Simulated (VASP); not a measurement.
Set up this calculation in VASP 6.6.1, as the native input.

```
Task                   : single point
Functional             : PBEsol
Potentials or basis    : VASP PAW PBE potentials, release 64 (Sn_d)
Cutoff                 : 520 eV
k mesh                 : 12 × 12 × 8
Occupations            : gaussian, width 0.1 eV
Spin                   : no spin polarisation
Dipole correction      : no
Further INCAR settings : ALGO = Fast; EDIFF = 1e-06; NBANDS = 21
```

The structure of Sn lies in POSCAR:

```
Sn
1.0
    3.3290714454      0.0000000000      0.0000000000
   -1.6645357227      2.8830604427      0.0000000000
    0.0000000000      0.0000000000      5.4716023781
Sn
2
Direct
    0.3333333333      0.6666666667      0.2500000000
    0.6666666667      0.3333333333      0.7500000000
```

This isn't the form of Sn at room conditions, which is tetragonal (white tin).

The input as run:

INCAR

```
  PREC = Accurate
  ENCUT = 520
  EDIFF = 1E-6
  ISMEAR = 0
  SIGMA = 0.1
  LREAL = F
  LASPH = T
  NELM = 100
  ALGO = Fast
  ISIF = 2
  LWAVE = F
  LCHARG = F
  GGA = PS
  NBANDS = 21
```

KPOINTS

```
regular mesh
0
Gamma
  12 12 8
```

Potentials or basis: VASP PAW PBE potentials, release 64 (Sn_d).

Run with:

```sh
$ cat potpaw_PBE.64/Sn_d/POTCAR > POTCAR
$ mpirun -np 1 vasp_std > vasp.out
```

It gave:

- Pressure: -0.1 GPa
- Band gap on the k mesh: zero (bands 14 and 15 overlap by 8.66 eV)

Caveat: the PAW data sets were made with another functional, which shifts forces and pressure a little; spin-orbit coupling is left out, which moves the levels of the heavy elements.

It took 110 s on 1 thread of Intel Xeon 8259CL (shared host), peak memory 0.23 GiB.
